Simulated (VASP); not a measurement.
TiPt3, 4 atoms in the cell. It takes space group Pm-3m (No. 221, cubic). Conventional cell: a = 3.897 Å, b = 3.897 Å, c = 3.897 Å, α = 90.00°, β = 90.00°, γ = 90.00°. Pt (site symmetry 4/mmm) has 8 Pt at 2.76 Å and 4 Ti at 2.76 Å within 3.6 Å. Within 3.6 Å of Ti (site symmetry m-3m) lie 12 Pt at 2.76 Å. 

```yaml
Program: VASP 6.6.1
Task: single point
Functional: r2SCAN
Potentials_or_basis: VASP PAW PBE potentials, release 64 (Pt, Ti_sv)
Cutoff: 520 eV
k_mesh: 4 × 4 × 4
Occupations: fermi-dirac, width 0.05 eV
Spin: no spin polarisation
Dipole_correction: no
Further_INCAR_settings: ALGO = Normal; EDIFF = 1e-06; NBANDS = 29
```

Potentials or basis: VASP PAW PBE potentials, release 64 (Pt, Ti_sv).

Run with:

```sh
$ cat potpaw_PBE.64/Pt/POTCAR potpaw_PBE.64/Ti_sv/POTCAR > POTCAR
$ cp INCAR.step1 INCAR
$ mpirun -np 1 vasp_std > vasp.out
$ cp INCAR.step2 INCAR
$ mpirun -np 1 vasp_std > vasp.out
```

Hardware: 1 thread of AMD EPYC 7R13, with other jobs on the host.

Q: How long does it take, and how much memory?

A: Wall time 2.8 min on 1 thread of AMD EPYC 7R13, on a shared host, peak memory 0.15 GiB. Counts: k points 10.
